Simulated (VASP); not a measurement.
# Ti3Al (P-6m2) in VASP: a series of runs

Ti3Al is run at these levels: PBE; tasks: single point.

Program: VASP 6.6.1. These are calculated values, not measurements. Logs are shortened: lines on timing, memory, paths and dates and some standing lists are left out, and cuts for length are marked.

### Step 1. The cell of the first run

It takes space group P-6m2 (No. 187, hexagonal). The conventional cell has a = 2.904 Å, b = 2.904 Å, c = 9.395 Å, α = 90.00°, β = 90.00°, γ = 120.00°. Ti (site symmetry -6m2) has 12 Ti at 2.90 to 2.92 Å within 3.8 Å. Ti (site symmetry 3m) has 3 Al at 2.85 Å and 9 Ti at 2.90 to 2.92 Å within 3.8 Å. Within 3.8 Å of Al (site symmetry -6m2) lie 6 Ti at 2.85 Å and 6 Al at 2.90 Å.

### Step 2. Single point, PBE

INCAR

```
PREC = Accurate ; ENCUT = 520
EDIFF = 1E-6 ; ISMEAR = 0
SIGMA = 0.15 ; LREAL = False
LASPH = True ; NELM = 60
ALGO = Fast ; ISIF = 2
LWAVE = False ; LCHARG = False
GGA = PE ; NBANDS = 28
```

KPOINTS

```
Automatic mesh
0
Gamma
  15 15 6
```

POSCAR

```
Ti3Al
1.0
    2.9041494217      0.0000000000      0.0000000000
   -1.4520747109      2.5150671756      0.0000000000
    0.0000000000      0.0000000000      9.3949233792
Ti Al
3 1
Direct
    0.6666666667      0.3333333333      0.0000000000
    0.3333333333      0.6666666667      0.7450413502
    0.3333333333      0.6666666667      0.2549586498
    0.6666666667      0.3333333333      0.5000000000
```

Potentials or basis: VASP PAW PBE potentials, release 64 (Ti_sv, Al).

Started as:

```sh
> cat potpaw_PBE.64/Ti_sv/POTCAR potpaw_PBE.64/Al/POTCAR > POTCAR
> mpirun -np 1 vasp_std > vasp.out
```

OUTCAR:

```text
PREC = Accurate
   ENCUT = 520
   EDIFF = 1E-6
   ISMEAR = 0
   LREAL = False
   LASPH = True
   NELM = 60
   ISIF = 2
   GGA = PE

 ion  position               nearest neighbor table
   1  0.667  0.333  0.000-
   2  0.333  0.667  0.745-   4 2.85   4 2.85   4 2.85
   3  0.333  0.667  0.255-   4 2.85   4 2.85   4 2.85
   4  0.667  0.333  0.500-   2 2.85   3 2.85   2 2.85   3 2.85   2 2.85   3 2.85

  LATTYP: Found a hexagonal cell.
 ALAT       =     2.9041494217
 C/A-ratio  =     3.2350000000

  Lattice vectors:

 A1 = (   2.9041494217,   0.0000000000,   0.0000000000)
 A2 = (  -1.4520747109,   2.5150671756,   0.0000000000)
 A3 = (   0.0000000000,   0.0000000000,   9.3949233792)

Analysis of symmetry for initial positions (statically):
=====================================================================
 Subroutine PRICEL returns:
 Original cell was already a primitive cell.

 Routine SETGRP: Setting up the symmetry group for a
 hexagonal supercell.

 Subroutine GETGRP returns: Found 12 space group operations
 (whereof 12 operations were pure point group operations)
 out of a pool of 24 trial point group operations.

The static configuration has the point symmetry D_3h.

Analysis of symmetry for dynamics (positions and initial velocities):
=====================================================================
 Subroutine PRICEL returns:
 Original cell was already a primitive cell.

 Routine SETGRP: Setting up the symmetry group for a
 hexagonal supercell.

 Subroutine GETGRP returns: Found 12 space group operations
 (whereof 12 operations were pure point group operations)
 out of a pool of 24 trial point group operations.

The dynamic configuration has the point symmetry D_3h.

 Subroutine INISYM returns: Found 12 space group operations
 (whereof 12 operations are pure point group operations),
 and found     1 'primitive' translations

----------------------------------------------------------------------------------------

                                     Primitive cell

  volume of cell :      68.6218

  direct lattice vectors                    reciprocal lattice vectors
     2.904149422  0.000000000  0.000000000     0.344334900  0.198801847  0.000000000
    -1.452074711  2.515067176  0.000000000     0.000000000  0.397603694  0.000000000
     0.000000000  0.000000000  9.394923379     0.000000000  0.000000000  0.106440464

  length of vectors
     2.904149422  2.904149422  9.394923379     0.397603694  0.397603694  0.106440464

  position of ions in fractional coordinates (direct lattice)
     0.666666667  0.333333333  0.000000000
     0.333333333  0.666666667  0.745041350
     0.333333333  0.666666667  0.254958650
     0.666666667  0.333333333  0.500000000

  ion indices of the primitive-cell ions
   primitive index   ion index
                 1           1
                 2           2
                 3           3
                 4           4

----------------------------------------------------------------------------------------

 KPOINTS: Automatic mesh

Automatic generation of k-mesh.
 Grid dimensions read from file:
 generate k-points for:   15   15    6

 Generating k-lattice:

  Cartesian coordinates                     Fractional coordinates (reciprocal lattice)
     0.022955660  0.013253456  0.000000000     0.066666667 -0.000000000  0.000000000
     0.000000000  0.026506913  0.000000000     0.000000000  0.066666667  0.000000000
     0.000000000  0.000000000  0.017740077     0.000000000  0.000000000  0.166666667

  Length of vectors
     0.026506913  0.026506913  0.017740077

  Shift w.r.t. Gamma in fractional coordinates (k-lattice)
     0.000000000  0.000000000  0.000000000

 Subroutine IBZKPT returns following result:
 ===========================================

 Found    108 irreducible k-points:

 Following reciprocal coordinates:
            Coordinates               Weight
  0.000000  0.000000  0.000000      1.000000
  0.066667  0.000000  0.000000      6.000000
  0.133333  0.000000  0.000000      6.000000
  0.200000  0.000000  0.000000      6.000000
  0.266667  0.000000  0.000000      6.000000
  0.333333  0.000000  0.000000      6.000000
[... 16 lines left out ...]
  0.333333  0.200000  0.000000     12.000000
  0.400000  0.200000  0.000000      6.000000
 [... further k-points ...]
   k-points           NKPTS =    108   k-points in BZ     NKDIM =    108   number of bands    NBANDS=     28
   number of dos      NEDOS =    301   number of ions     NIONS =      4
   total plane-waves  NPLWV =  40320
   dimension x,y,z NGX =    24 NGY =   24 NGZ =   70
   dimension x,y,z NGXF=    48 NGYF=   48 NGZF=  140
   ions per type =               3   1
   NGX,Y,Z   is equivalent  to a cutoff of  13.74, 13.74, 12.39 a.u.
   NGXF,Y,Z  is equivalent  to a cutoff of  27.48, 27.48, 24.77 a.u.
 SYSTEM =  unknown system
   PREC   = accura    normal or accurate (medium, high low for compatibility)
   ISTART =      0    job   : 0-new  1-cont  2-samecut
   ICHARG =      2    charge: 1-file 2-atom 10-const
   ISPIN  =      1    spin polarized calculation?
   LNONCOLLINEAR =      F non collinear calculations
   LSORBIT =      F    spin-orbit coupling
   LASPH  =      T    aspherical Exc in radial PAW
   ENCUT  =  520.0 eV  38.22 Ry    6.18 a.u.   5.40  5.40 17.47*2*pi/ulx,y,z
   NELM   =     60;   NELMIN=  2; NELMDL= -5     # of ELM steps
   EDIFF  = 0.1E-05   stopping-criterion for ELM
   LREAL  =      F    real-space projection
   EDIFFG = 0.1E-04   stopping-criterion for IOM
   NSW    =      0    number of steps for IOM
   IBRION =     -1    ionic relax: 0-MD 1-quasi-New 2-CG
   NFREE  =      0    steps in history (QN), initial steepest desc. (CG)
   ISIF   =      2    stress and relaxation
   ISYM   =      2    0-nonsym 1-usesym 2-fastsym
   POTIM  = 0.5000    time-step for ionic-motion
   TEBEG  =    0.0;   TEEND  =   0.0 temperature during run
   PSTRESS=    0.0 pullay stress
   NELECT =      39.0000    total number of electrons
   NUPDOWN=      -1.0000    fix difference up-down
   EMIN   =  10.00;   EMAX   =-10.00  energy-range for DOS
   EFERMI =   0.00;   METHOD = LEGACY
   ISMEAR =     0;   SIGMA  =   0.15  broadening in eV -4-tet -1-fermi 0-gaus
   EFERMI_NEDOS =   21; number of points for ismear=-14 and -15
   IALGO  =     68    algorithm
   IMIX   =      4    mixing-type and parameters
     AMIX     =   0.40;   BMIX     =  1.00
     AMIX_MAG =   1.60;   BMIX_MAG =  1.00
  volume/ion in A,a.u.               =      17.16       115.77
  Fermi-wavevector in a.u.,A,eV,Ry     =   1.356050  2.562563 25.019375  1.838872
  Thomas-Fermi vector in A             =   2.483086
   LORBIT       =      0    0 simple, 1 ext, 2 COOP (PROOUT), +10 PAW based schemes
   GGA     = PE    functional components
   LHFCALC =     F    Hartree Fock is set to
   AEXX    =    0.0000 exact exchange contribution
   IVDW    =     0    specifies the selected vdW correction
   LEPSILON=     F    determine dielectric tensor
   LRPA    =     F    only Hartree local field effects (RPA)
 non-spin polarized calculation
 RMM-DIIS sequential band-by-band and
 Gauss-broadening in eV      SIGMA  =   0.15
  energy-cutoff  :      520.00
  volume of cell :       68.62
 maximum number of plane-waves:      1907
 NGX is ok and might be reduce to    24

 number of electron      38.9999994 magnetization

 Free energy of the ion-electron system (eV)
  ---------------------------------------------------
  ext. energy  EPLUGINS =         0.00000000
  ---------------------------------------------------
  free energy    TOTEN  =       -27.76345963 eV

  energy without entropy =      -27.71431471  energy(sigma->0) =      -27.73888717

 E-fermi :   7.9584     XC(G=0): -11.1860

 val. band max:        7.9481463778   @ k =   0.0667   0.0667   0.0000
 cond. band min:       7.9660761877   @ k =   0.4667   0.0000   0.5000
 fundamental gap:      0.0179298099
 Fermi energy:         7.9584342502

 k-point     1 :       0.0000    0.0000    0.0000
  band No.  band energies     occupation
      1     -48.7780      2.00000
      2     -48.7053      2.00000
      3     -48.6832      2.00000
      4     -25.2479      2.00000
      5     -25.0108      2.00000
      6     -24.7991      2.00000
[... 20 lines left out ...]
     27      10.1654      0.00000
     28      10.6619      0.00000

 k-point     2 :       0.0667    0.0000    0.0000
  band No.  band energies     occupation
      1     -48.7738      2.00000
      2     -48.7018      2.00000
      3     -48.6804      2.00000
      4     -25.2408      2.00000
      5     -25.0096      2.00000
      6     -24.8025      2.00000
[... 20 lines left out ...]
     27      10.1168      0.00000
     28      10.6230      0.00000

 k-point     3 :       0.1333    0.0000    0.0000
  band No.  band energies     occupation
      1     -48.7621      2.00000
      2     -48.6919      2.00000
      3     -48.6724      2.00000
      4     -25.2206      2.00000
      5     -25.0089      2.00000
      6     -24.8171      2.00000
[... 20 lines left out ...]
     27      10.0108      0.00000
     28      10.4947      0.00000

 k-point     4 :       0.2000    0.0000    0.0000
  band No.  band energies     occupation
      1     -48.7446      2.00000
      2     -48.6773      2.00000
      3     -48.6608      2.00000
      4     -25.1912      2.00000
      5     -25.0201      2.00000
      6     -24.8610      2.00000
[... 20 lines left out ...]
     27      10.0041      0.00000
     28      10.4159      0.00000

 k-point     5 :       0.2667    0.0000    0.0000
  band No.  band energies     occupation
      1     -48.7242      2.00000
      2     -48.6605      2.00000
      3     -48.6478      2.00000
      4     -25.1610      2.00000
      5     -25.0665      2.00000
      6     -24.9361      2.00000
[... 20 lines left out ...]
     27      10.3242      0.00000
     28      10.4975      0.00000

 k-point     6 :       0.3333    0.0000    0.0000
  band No.  band energies     occupation
      1     -48.7042      2.00000
      2     -48.6444      2.00000
      3     -48.6356      2.00000
      4     -25.1515      2.00000
      5     -25.1423      2.00000
      6     -25.0210      2.00000
[... 463 lines left out ...]
      5     -25.1175      2.00000
      6     -25.0108      2.00000
[... 20 lines left out ...]
     27      10.6778      0.00000
     28      10.9036      0.00000

 k-point    22 :       0.2667    0.2000    0.0000
  band No.  band energies     occupation
      1     -48.6842      2.00000
      2     -48.6286      2.00000
      3     -48.6240      2.00000
      4     -25.1570      2.00000
      5     -25.1392      2.00000
      6     -25.0566      2.00000
[... 20 lines left out ...]
     27      10.6802      0.00000
     28      10.9456      0.00000

 k-point    23 :       0.3333    0.2000    0.0000
  band No.  band energies     occupation
      1     -48.6737      2.00000
      2     -48.6205      2.00000
      3     -48.6184      2.00000
      4     -25.1851      2.00000
      5     -25.1505      2.00000
      6     -25.0806      2.00000
[... 20 lines left out ...]
     27      10.6769      0.00000
     28      11.0606      0.00000

 k-point    24 :       0.4000    0.2000    0.0000
  band No.  band energies     occupation
      1     -48.6699      2.00000
      2     -48.6176      2.00000
      3     -48.6164      2.00000
      4     -25.1954      2.00000
      5     -25.1556      2.00000
      6     -25.0871      2.00000
[... 20 lines left out ...]
     27      10.6779      0.00000
     28      11.2398      0.00000

 [... further k-points ...]

------------------------ aborting loop because EDIFF is reached ----------------------------------------

  FORCE on cell =-STRESS in cart. coord.  units (eV):
  Direction    XX          YY          ZZ          XY          YZ          ZX
  --------------------------------------------------------------------------------------
  -------------------------------------------------------------------------------------
  Total        0.2508406      0.2508406     -0.9548981     -0.0000000     -0.0000000      0.0000000
  in kB        5.8566137      5.8566137    -22.2949152     -0.0000000     -0.0000000      0.0000000
  external PRESSURE =      -3.5272293 kB  Pullay stress =       0.0000000 kB

 VOLUME and BASIS-vectors are now :
 -----------------------------------------------------------------------------
  energy-cutoff  :      520.00
  volume of cell :       68.62
      direct lattice vectors                 reciprocal lattice vectors
     2.904149422  0.000000000  0.000000000     0.344334900  0.198801847  0.000000000
    -1.452074711  2.515067176  0.000000000     0.000000000  0.397603694  0.000000000
     0.000000000  0.000000000  9.394923379     0.000000000  0.000000000  0.106440464

 POSITION                                       TOTAL-FORCE (eV/Angst)
 -----------------------------------------------------------------------------------
      1.45207      0.83836      0.00000         0.000000     -0.000000      0.000000
     -0.00000      1.67671      6.99961        -0.000000      0.000000      0.304082
     -0.00000      1.67671      2.39532        -0.000000      0.000000     -0.304082
      1.45207      0.83836      4.69746        -0.000000      0.000000      0.000000
 -----------------------------------------------------------------------------------
    total drift:                                0.000000     -0.000000      0.000000

  FREE ENERGIE OF THE ION-ELECTRON SYSTEM (eV)
  ---------------------------------------------------
  free  energy   TOTEN  =       -27.7634596275 eV

  energy  without entropy=      -27.7143147134  energy(sigma->0) =      -27.73888717
```

Run time: 20 min. Hardware: 1 thread of Intel Xeon 8259CL, shared host; peak memory 0.32 GiB.

What came out:

* Free energy: -27.7635 eV
* Pressure: -0.4 GPa
* Largest force: 0.304 eV/Å
* Band gap on the k mesh: zero (an odd number of electrons rules out a gap without spin polarisation)

Forces on the atoms (eV/Å):
```
Ti   0.000  0.000  0.000
Ti   0.000  0.000  0.304
Ti   0.000  0.000 -0.304
Al   0.000  0.000  0.000
```

Stress tensor (GPa, compression positive):
```
 0.59  0.00  0.00
 0.00  0.59  0.00
 0.00  0.00 -2.23
```

### Step 3. Single point, PBE

This run uses another cell than the first one, of the same volume but with other edges.

INCAR

```
SYSTEM = Ti3Al
PREC = Accurate
ENCUT = 520
EDIFF = 1E-6
ISMEAR = 0
SIGMA = 0.15
LREAL = .False.
LASPH = .True.
NELM = 60
ALGO = Fast
ISIF = 2
LWAVE = .False.
LCHARG = .True.
GGA = PE
LELF = .True.
LVHAR = .True.
NBANDS = 28
```

KPOINTS

```
Automatic mesh
0
Gamma
  15 15 6
  0 0 0
```

POSCAR

```
Ti3Al
1.0
    2.9562683061      0.0000000000      0.0000000000
   -1.4781341530      2.5602034534      0.0000000000
    0.0000000000      0.0000000000      9.0665792679
Ti Al
3 1
Direct
    0.6666666667      0.3333333333      0.0000000000
    0.3333333333      0.6666666667      0.7342089107
    0.3333333333      0.6666666667      0.2657910893
    0.6666666667      0.3333333333      0.5000000000
```

Potentials or basis: VASP PAW PBE potentials, release 64 (Ti_sv, Al).

Started as:

```sh
> cat potpaw_PBE.64/Ti_sv/POTCAR potpaw_PBE.64/Al/POTCAR > POTCAR
> mpirun -np 1 vasp_std > vasp.out
```

It took 18 min on 1 thread of Intel Xeon 8259CL, shared host; peak memory 0.32 GiB.

The run converged. Its results:

```yaml
Free_energy: -27.5820 eV
Pressure: 0.8 GPa
Largest_force: 1.223 eV/Å
Band_gap_on_the_k_mesh: zero (an odd number of electrons rules out a gap without spin polarisation)
```

Forces on the atoms (eV/Å):
```
Ti   0.000  0.000  0.000
Ti   0.000  0.000  1.223
Ti   0.000  0.000 -1.223
Al   0.000  0.000  0.000
```

Stress tensor (GPa, compression positive):
```
-1.36  0.00  0.00
 0.00 -1.36  0.00
 0.00  0.00  5.23
```

Levels at points of the mesh, in eV from the Fermi level:
```tsv
k point	band 18	band 19	band 20	band 21	band 22	band 23
(0.00, 0.00, 0.00)	0.23	0.50	0.87	0.87	0.99	0.99
(0.00, 0.00, 0.50)	0.20	0.62	0.88	0.88	0.97	0.97
```

Caveat: the stress differs along the axes, from -1 to 5 GPa; forces of over 1 eV/Å act on the atoms, so gaps and moduli don't describe the material at rest.

(Continued in part 2 of 2.)
